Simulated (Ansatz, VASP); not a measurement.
NbP: VASP beside Ansatz

```
Nb P
1.0
     3.40395    0.00000    0.00000
     0.00000    3.40395    0.00000
     0.00000    0.00000    5.67898
Nb P
2 2
Cartesian
  0.0000 1.7020 1.8981
  1.7020 0.0000 3.7809
  0.0000 0.0000 0.0000
  1.7020 1.7020 0.0000
```

Alike in both runs: task relaxation of cell and atoms; functional PBE; k mesh 14 × 14 × 8; occupations gaussian, width 0.1 eV; no spin polarisation.

|  | VASP | Ansatz |
| --- | --- | --- |
| version | VASP 6.6.1 | Ansatz 0.2.0 |
| potentials or method | VASP PAW PBE potentials, release 64 (Nb_sv, P), cutoff 600 eV | scalar-relativistic, plane waves, PAW |
| valence electrons in the cell | 36 | 36 |

Ansatz gave:

```
gap on the k mesh at the Fermi level, each at its own relaxed structure (eV) : none
relaxed volume (Å³/atom)                                                     : 16.46
relaxed cell length with the largest relative difference (Å)                 : 3.402
```

Task: Which values does VASP return?

Result: gap on the k mesh at the Fermi level, each at its own relaxed structure (eV): none; relaxed volume (Å³/atom): 16.41; relaxed cell length with the largest relative difference (Å): 3.398.

A gap of «none» marks a metal or a gap that the smearing closes.
